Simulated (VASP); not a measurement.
Write the native input for VASP 6.6.1 that does the following.

* Task: single point
* Functional: PBE
* Potentials or basis: VASP PAW PBE potentials, release 64 (Nb_sv, H)
* Cutoff: 520 eV
* k mesh: 3 × 3 × 3
* Occupations: gaussian, width 0.05 eV
* Spin: no spin polarisation
* Dipole correction: no
* Further INCAR settings: LREAL = Auto; ALGO = Normal; EDIFF = 1e-07; NBANDS = 118

The structure of Nb16H (a cell with a defect) lies in POSCAR:

```
Nb16H
1.0
    6.6000000000      0.0000000000      0.0000000000
    0.0000000000      6.6000000000      0.0000000000
    0.0000000000      0.0000000000      6.6000000000
Nb H
16 1
Direct
    0.0013216667     -0.0004512121      0.0004583333
    0.5077933333     -0.0088233333      0.0004700000
   -0.0016872727      0.5013962121      0.0004427273
   -0.0001934848      0.0015674242      0.5004645455
    0.2442877273      0.2526860606      0.2616290909
    0.5000160606      0.4970074242      0.0004556061
    0.5011283333     -0.0009398485      0.5004692424
    0.7497248485      0.2489956061      0.2506715152
   -0.0031015152      0.5035846970      0.5004522727
    0.2519595455      0.7501977273      0.2504134848
    0.2442771212      0.2527012121      0.7392913636
    0.4986587879      0.5001551515      0.5004581818
    0.7527640909      0.7480971212      0.2496769697
    0.7497080303      0.2490066667      0.7502472727
    0.2519484848      0.7502121212      0.7505040909
    0.7527546970      0.7481087879      0.7512186364
    0.3306150000      0.2117310606      0.0004930303
```

These files were run (other wordings do the same):

INCAR

```
SYSTEM = Nb16H
  ALGO = Normal
  EDIFF = 1E-7
  ENCUT = 520
  GGA = PE
  ISIF = 2
  ISMEAR = 0
  LASPH = .True.
  LCHARG = .True.
  LELF = .True.
  LREAL = Auto
  LVHAR = .True.
  LWAVE = .False.
  NBANDS = 118
  NELM = 100
  PREC = Accurate
  SIGMA = 0.05
```

KPOINTS

```
k-points
0
Gamma
  3 3 3
  0 0 0
```

Potentials or basis: VASP PAW PBE potentials, release 64 (Nb_sv, H).

The run is started by

```bash
$ cat potpaw_PBE.64/Nb_sv/POTCAR potpaw_PBE.64/H/POTCAR > POTCAR
$ mpirun -np 1 vasp_std > vasp.out
```

It gave:

```
Pressure               : 2.3 GPa
Largest force          : 0.430 eV/Å
Band gap on the k mesh : zero (an odd number of electrons rules out a gap without spin polarisation)
```

Run time: 40 min on 1 thread of Intel Xeon 8259CL, with other jobs on the host, peak memory 0.53 GiB.
